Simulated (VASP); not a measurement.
Crystal: GeB2C3.

```
Ge B C
1.0
     4.93289    0.00000    0.00000
    -2.46644    4.27201    0.00000
     0.00000    0.00000    4.15714
Ge B C
1 2 3
Direct
  0.00000 0.00000 0.00000
  0.33333 0.66667 0.50000
  0.66667 0.33333 0.50000
  0.00000 0.00000 0.50000
  0.33333 0.66667 0.00000
  0.66667 0.33333 0.00000
```

The cell was generated, and may not be a known phase.

```yaml
Program: VASP 6.6.1
Task: relaxation of cell and atoms
Functional: PBE
Potentials_or_basis: VASP PAW PBE potentials, release 64 (Ge_d, B_h, C_h)
Cutoff: 910 eV
k_mesh: 6 × 6 × 4
Occupations: gaussian, width 0.1 eV
Spin: no spin polarisation
```

At the start: pressure -29.2 GPa; volume 14.60 Å³/atom.

Problem. How do energy, volume and symmetry change on relaxing?

Solution. Over 15 steps the energy falls by 1210.2 meV/atom and the volume is 16.31 Å³/atom (+11.7 %); space group P6/mmm (No. 191, to 0.1 Å) before and after.

Step by step:
| step | energy change (eV) | largest force (eV/Å) | pressure (GPa) | volume (Å³) |
| --- | --- | --- | --- | --- |
| 1 | 0.0000 | 0.0000 | -29.25 | 87.60 |
| 2 | -5.6839 | 0.0000 | -9.68 | 57.82 |
| 3 | -5.7838 | 0.0000 | -0.47 | 55.30 |
| 4 | -5.7824 | 0.0000 | 1.98 | 54.75 |
| 5 | -5.7887 | 0.0000 | -0.70 | 55.67 |
| 6 | -5.7887 | 0.0000 | -0.78 | 55.71 |
| 7 | -5.7920 | 0.0000 | -1.03 | 55.91 |
| 8 | -5.8055 | 0.0000 | -1.60 | 56.51 |
| 9 | -5.8431 | 0.0000 | -3.07 | 57.73 |
| 10 | -5.9476 | 0.0000 | -5.69 | 60.19 |
| 11 | -6.2934 | 0.0000 | -9.94 | 65.22 |
| 12 | -7.0483 | 0.0000 | -10.33 | 75.71 |
| 13 | -7.2578 | 0.0000 | -1.33 | 98.20 |
| 14 | -6.5411 | 0.0000 | 19.02 | 93.11 |
| 15 | -7.2611 | 0.0000 | -0.26 | 97.88 |

Final structure:
```xyz
6
Lattice="6.0536 0.0000 0.0000 -3.0268 5.2426 0.0000 0.0000 0.0000 3.0840" Properties=species:S:1:pos:R:3 pbc="T T T"
Ge    0.0000    0.0000    0.0000
B     0.0000    3.4951    1.5420
B     3.0268    1.7475    1.5420
C     0.0000    0.0000    1.5420
C     0.0000    3.4951    0.0000
C     3.0268    1.7475    0.0000
```

Caveat: the k points lie up to 0.51 Å⁻¹ apart in the final cell, too coarse for converged energies and pressures of a metal; a cell axis changed by over 15 % at a fixed basis, so the end point is rough.
